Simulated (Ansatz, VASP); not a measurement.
**Two plane-wave programs on Si16B**

```
CELL_PARAMETERS angstrom
0.00000 5.43000 5.43000
5.43000 0.00000 5.43000
5.43000 5.43000 0.00000
ATOMIC_POSITIONS crystal
Si 0.00069 0.00568 0.00096
Si 0.12637 0.12566 0.12606
Si 0.99935 0.99857 0.49907
Si 0.11943 0.12441 0.62395
Si 0.99815 0.49786 0.99805
Si 0.12261 0.62283 0.12271
Si 0.00026 0.50099 0.50546
Si 0.12629 0.62549 0.62584
Si 0.49942 0.99863 0.99923
Si 0.62393 0.12468 0.11954
Si 0.50224 0.00244 0.50230
Si 0.62717 0.12686 0.62705
Si 0.50527 0.50078 0.00032
Si 0.62595 0.62547 0.12597
Si 0.49947 0.49905 0.49918
Si 0.62431 0.61983 0.62460
B 0.81462 0.30927 0.81259
```

Alike in both runs: functional PBE; dispersion D3(BJ); k mesh 2 × 2 × 2; occupations fermi-dirac, width 0.02 eV; collinear spin.

Ansatz relaxed the structure, and its values are those at the end. VASP's run is a single point on that final structure, the one shown.

|  | VASP | Ansatz |
| --- | --- | --- |
| version | VASP 6.6.1 | Ansatz 0.2.0 |
| potentials or method | VASP PAW PBE potentials, release 64 (Si, B), cutoff 520 eV | scalar-relativistic, plane waves, PAW |
| valence electrons in the cell | 67 | 67 |

VASP gave:

```
rms of the force components (eV/Å)                            : 0.013
net moment per atom (μB)                                      : 0.04
size of the moment on the site where the two differ most (μB) : 0.08
```

**Question.** Estimate Ansatz's values.

**Answer.** rms of the force components (eV/Å): 0.013; net moment per atom (μB): 0.04; size of the moment on the site where the two differ most (μB): 0.09.

Site moments also hang on the region over which each program counts them.

The k mesh is coarse, so the values compare programs but aren't converged.
